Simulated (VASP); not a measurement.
**Sn: single point with PBE**

The system is Sn.

```
CELL_PARAMETERS angstrom
0.00000 3.32732 3.32732
3.32732 0.00000 3.32732
3.32732 3.32732 0.00000
ATOMIC_POSITIONS crystal
Sn 0.00000 0.00000 0.00000
Sn 0.25000 0.25000 0.25000
```

- Program: VASP 6.6.1
- Task: single point
- Functional: PBE
- Potentials or basis: VASP PAW PBE potentials, release 64 (Sn_d)
- Cutoff: 520 eV
- k mesh: 12 × 12 × 12
- Occupations: gaussian, width 0.1 eV
- Spin: no spin polarisation
- Dipole correction: no
- Further INCAR settings: ALGO = Fast; EDIFF = 1e-07; NBANDS = 21

```json
{
  "Pressure": "0.0 GPa",
  "Band gap on the k mesh": "zero (band 14 reaches 4.96 eV, above the bottom of band 15 at 4.73 eV)"
}
```

Levels at points of the mesh, in eV from the Fermi level:
```tsv
k point	band 11	band 12	band 13	band 14	band 15	band 16	band 17	band 18
(0.00, 0.00, 0.00)	-10.10	-1.13	0.11	0.11	0.11	2.17	2.17	2.17
(0.50, 0.00, 0.00)	-8.62	-6.01	-0.98	-0.98	-0.12	3.22	3.22	5.71
(0.50, 0.50, 0.00)	-7.25	-7.25	-2.20	-2.20	0.92	0.92	7.28	7.28
```

Wall time 100 s on 1 thread of Intel(R) Xeon(R) Platinum 8375C CPU @ 2.90GHz (Ice Lake), on a shared host, peak memory 0.25 GiB.

Caveat: spin-orbit coupling is left out, which moves the levels of the heavy elements.
